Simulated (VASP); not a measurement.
# Pb (Fm-3m) in VASP: further runs, part 2 of 2

VASP 6.6.1. Earlier steps stand in the parts before.

## 3. Single point, PBEsol

INCAR

```
  PREC = Accurate
  ENCUT = 500
  EDIFF = 1E-6
  ISMEAR = 0
  SIGMA = 0.1
  LREAL = F
  LASPH = T
  NELM = 120
  ALGO = Normal
  ISIF = 2
  LWAVE = F
  LCHARG = F
  GGA = PS
  NBANDS = 13
  GGA_COMPAT = F
```

KPOINTS

```
Automatic mesh
0
Gamma
  14 14 14
```

POSCAR

```
Pb
1.0
    0.0000000000      2.4671977293      2.4671977293
    2.4671977293      0.0000000000      2.4671977293
    2.4671977293      2.4671977293      0.0000000000
Pb
1
Direct
    0.0000000000      0.0000000000      0.0000000000
```

Potentials or basis: VASP PAW PBE potentials, release 64 (Pb_d).

Launch:

```
$ cat potpaw_PBE.64/Pb_d/POTCAR > POTCAR
$ mpirun -np 1 vasp_std > vasp.out
```

Wall time 14 s (1 thread of Intel Xeon 6975P-C (Granite Rapids), shared host); peak memory 0.18 GiB.

The run converged. Its results:

| Property | Result |
| --- | --- |
| Free energy | -4.0037 eV |
| Pressure | -0.1 GPa |
| Band gap on the k mesh | zero (bands 7 and 8 overlap by 9.08 eV) |

Levels at points of the mesh, in eV from the Fermi level:
```tsv
k point	band 4	band 5	band 6	band 7	band 8	band 9	band 10	band 11
(0.00, 0.00, 0.00)	-16.88	-16.88	-11.87	7.45	7.45	7.45	9.74	11.40
(0.50, 0.00, 0.00)	-16.74	-16.74	-8.18	-4.30	5.59	5.59	9.20	9.51
(0.50, 0.50, 0.00)	-16.71	-16.71	-6.74	-3.36	2.02	2.02	5.36	6.64
```

Caveat: the PAW data sets were made with another functional, which shifts forces and pressure a little; spin-orbit coupling is left out, which moves the levels of the heavy elements.

## 4. Relaxation of cell and atoms, PBEsol

This run uses another cell than the first one, of 30.13 Å³/atom.

INCAR

```
PREC = Accurate ; ENCUT = 500
EDIFF = 1E-7 ; ISMEAR = 0
SIGMA = 0.1 ; LREAL = F
LASPH = T ; NELM = 120
ALGO = Normal ; ISIF = 3
LWAVE = F ; LCHARG = F
GGA = PS ; IBRION = 2
NSW = 100 ; EDIFFG = -0.005
GGA_COMPAT = F ; NELMIN = 4
```

KPOINTS is that of step 3.

POSCAR

```
Pb
1.0
    0.0000000000      2.4698000000      2.4698000000
    2.4698000000      0.0000000000      2.4698000000
    2.4698000000      2.4698000000      0.0000000000
Pb
1
Direct
    0.0000000000      0.0000000000      0.0000000000
```

Potentials or basis: VASP PAW PBE potentials, release 64 (Pb_d).

Launch:

```
$ cat potpaw_PBE.64/Pb_d/POTCAR > POTCAR
$ mpirun -np 1 vasp_std > vasp.out
```

OUTCAR:

```text
PREC = Accurate
   ENCUT = 500
   EDIFF = 1E-7
   ISMEAR = 0
   LREAL = F
   LASPH = T
   NELM = 120
   ISIF = 3
   GGA = PS
   IBRION = 2
   NSW = 100
   EDIFFG = -0.005
   NELMIN = 4

 ion  position               nearest neighbor table
   1  0.000  0.000  0.000-

  LATTYP: Found a face centered cubic cell.
 ALAT       =     4.9396000000

  Lattice vectors:

 A1 = (   0.0000000000,   2.4698000000,   2.4698000000)
 A2 = (   2.4698000000,   0.0000000000,   2.4698000000)
 A3 = (   2.4698000000,   2.4698000000,   0.0000000000)

Analysis of symmetry for initial positions (statically):
=====================================================================
 Subroutine PRICEL returns:
 Original cell was already a primitive cell.

 Routine SETGRP: Setting up the symmetry group for a
[... 258 lines left out ...]
      2      -9.7737      2.00000
      3      -9.7737      2.00000
      4      -9.6270      2.00000
      5      -9.6270      2.00000
      6      -4.6207      2.00000
      7      14.7169      0.00000
      8      14.7169      0.00000
      9      14.7169      0.00000
     10      16.9908      0.00000
     11      18.6732      0.00000
[... 309 lines left out ...]
 k-point    24 :       0.2857    0.1429    0.0000
  band No.  band energies     occupation
      1      -9.8171      2.00000
      2      -9.7135      2.00000
      3      -9.6840      2.00000
      4      -9.6407      2.00000
      5      -9.5551      2.00000
      6      -3.1690      2.00000
      7       8.4813      0.00000
      8      11.9875      0.00000
      9      12.2494      0.00000
     10      15.6729      0.00000
     11      17.2966      0.00000

 [... further k-points ...]

------------------------ aborting loop because EDIFF is reached ----------------------------------------

  FORCE on cell =-STRESS in cart. coord.  units (eV):
  Direction    XX          YY          ZZ          XY          YZ          ZX
  --------------------------------------------------------------------------------------
  -------------------------------------------------------------------------------------
  Total        0.0002554      0.0002554      0.0002554      0.0000000      0.0000000      0.0000000
  in kB        0.0136394      0.0136394      0.0136394      0.0000000      0.0000000      0.0000000
  external PRESSURE =       0.0136394 kB  Pullay stress =       0.0000000 kB
[... 16 lines left out ...]
  FREE ENERGIE OF THE ION-ELECTRON SYSTEM (eV)
  ---------------------------------------------------
  free  energy   TOTEN  =        -4.0037242756 eV

  energy  without entropy=       -4.0016486000  energy(sigma->0) =       -4.00268644

 reached required accuracy - stopping structural energy minimisation
```

It took 28 s on 1 thread of Intel Xeon 6975P-C (Granite Rapids), shared host; peak memory 0.18 GiB.

What came out:

```yaml
Free_energy: -4.0037 eV
Relaxed_volume: 30.00 Å³/atom
Relaxed_cell: a = 3.488 Å, b = 3.488 Å, c = 3.488 Å, α = 60.00°, β = 60.00°, γ = 60.00°
Space_group_after_relaxing_to_0.1_Å: Fm-3m (No. 225)
Energy_gained_by_relaxing: 0.1 meV/atom
Ionic_steps: 3
Pressure_after_relaxing: 0.0 GPa
Band_gap_on_the_k_mesh: zero (bands 7 and 8 overlap by 9.09 eV)
```

Final structure:
```
Pb
1.0
     0.00000    2.46622    2.46622
     2.46622    0.00000    2.46622
     2.46622    2.46622    0.00000
Pb
1
Direct
  0.00000 0.00000 0.00000
```

Caveat: the PAW data sets were made with another functional, which shifts forces and pressure a little; spin-orbit coupling is left out, which moves the levels of the heavy elements.

## 5. Single point, PBEsol (strained)

INCAR

```
  PREC = Accurate
  ENCUT = 520
  EDIFF = 1E-6
  ISMEAR = 0
  SIGMA = 0.1
  LREAL = False
  LASPH = True
  NELM = 80
  ALGO = Normal
  ISIF = 2
  LWAVE = False
  LCHARG = True
  GGA = PS
  LELF = True
  LVHAR = True
  NBANDS = 13
```

KPOINTS

```
regular mesh
0
Gamma
  14 14 14
```

POSCAR

```
Pb
1.0
    0.0000000000      2.4403105880      2.4403105880
    2.4403105880      0.0000000000      2.4403105880
    2.4403105880      2.4403105880      0.0000000000
Pb
1
Direct
    0.0000000000      0.0000000000      0.0000000000
```

Launch:

```
$ cat potpaw_PBE.64/Pb_d/POTCAR > POTCAR
$ mpirun -np 1 vasp_std > vasp.out
```

It took 52 s on 1 thread of Intel Xeon 8259CL, shared host; peak memory 0.18 GiB.

The run converged. Its results:

```yaml
Free_energy: -3.9985 eV
Pressure: 1.6 GPa
Band_gap_on_the_k_mesh: zero (bands 7 and 8 overlap by 9.41 eV)
```

Levels at points of the mesh, in eV from the Fermi level:
| k point | band 3 | band 4 | band 5 | band 6 | band 7 | band 8 | band 9 | band 10 | band 11 | band 12 |
| --- | --- | --- | --- | --- | --- | --- | --- | --- | --- | --- |
| (0.00, 0.00, 0.00) | -17.07 | -16.91 | -16.91 | -12.11 | 7.70 | 7.70 | 7.70 | 9.74 | 11.81 | 12.75 |
| (0.50, 0.00, 0.00) | -17.06 | -16.75 | -16.75 | -8.23 | -4.49 | 5.76 | 5.76 | 9.20 | 9.80 | 11.41 |
| (0.50, 0.50, 0.00) | -16.77 | -16.72 | -16.72 | -6.71 | -3.51 | 2.03 | 2.03 | 5.45 | 6.74 | 18.46 |

Caveat: the cell differs from its parent crystal (strained); the PAW data sets were made with another functional, which shifts forces and pressure a little; spin-orbit coupling is left out, which moves the levels of the heavy elements.

## 6. The runs side by side

```tsv
task	cell	k mesh	cutoff (eV)	gap on the mesh (eV)	pressure (GPa)
single point	a = 3.489 Å, angles 90.0, 60.0, 120.0°, 1 atom	12 × 12 × 12	500	none	0.2
single point	a = 3.489 Å, angles 60.0°, 1 atom	14 × 14 × 14	500	none	-0.1
relaxation of cell and atoms	relaxed from a = 3.493 Å, angles 60.0°, 1 atom	14 × 14 × 14	500	none	0.0
single point	a = 3.451 Å, angles 60.0°, 1 atom	14 × 14 × 14	520	none	1.6
```

Alike in all rows: level PBEsol; potentials or basis VASP PAW PBE potentials, release 64 (Pb_d); no spin polarisation; smearing gaussian 0.1 eV.

Caveats: the PAW data sets were made with another functional, which shifts forces and pressure a little; spin-orbit coupling is left out, which moves the levels of the heavy elements.

Total energies depend on the potentials used, so only differences within one code and one set of settings carry meaning.
